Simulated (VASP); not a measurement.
Wanted: the native input for a VASP 6.6.1 run.

| Property | Result |
| --- | --- |
| Task | single point |
| Functional | PBE |
| Potentials or basis | VASP PAW PBE potentials, release 64 (Al, O) |
| Cutoff | 520 eV |
| k mesh | 6 × 6 × 4 |
| Occupations | gaussian, width 0.1 eV |
| Spin | no spin polarisation |
| Dipole correction | no |
| Further INCAR settings | ALGO = Normal; EDIFF = 1e-07; NBANDS = 14 |

The structure of AlO2 lies in POSCAR:

```
AlO2
1.0
    2.7281661300      0.0000000000      0.0000000000
    0.0000000000      2.7281661300      0.0000000000
    0.0000000000      0.0000000000      4.6867952400
Al O
1 2
Direct
    0.5000000000      0.5000000000      0.0000000000
    0.0000000000      0.5000000000      0.0000000000
    0.5000000000      0.0000000000      0.0000000000
```

These files were run (other wordings do the same):

INCAR

```
SYSTEM = AlO2
PREC = Accurate
ENCUT = 520
EDIFF = 1E-7
ISMEAR = 0
SIGMA = 0.1
LREAL = .FALSE.
LASPH = .TRUE.
NELM = 60
ALGO = Normal
ISIF = 2
LWAVE = .FALSE.
LCHARG = .TRUE.
GGA = PE
LELF = .TRUE.
LVHAR = .TRUE.
NBANDS = 14
```

KPOINTS

```
Automatic mesh
0
G
  6 6 4
  0 0 0
```

Potentials or basis: VASP PAW PBE potentials, release 64 (Al, O).

Run with:

```console
$ cat potpaw_PBE.64/Al/POTCAR potpaw_PBE.64/O/POTCAR > POTCAR
$ mpirun -np 1 vasp_std > vasp.out
```

Results of the run:

The pressure is 238.3 GPa.

Caveat: the k points lie up to 0.38 Å⁻¹ apart; an odd number of electrons without spin polarisation forces a metal; a magnetic or distorted state may lie lower.

It took 7.4 s on 1 thread of AMD EPYC 9R45 96-Core Processor (Zen 5), with other jobs on the host, peak memory 0.11 GiB.
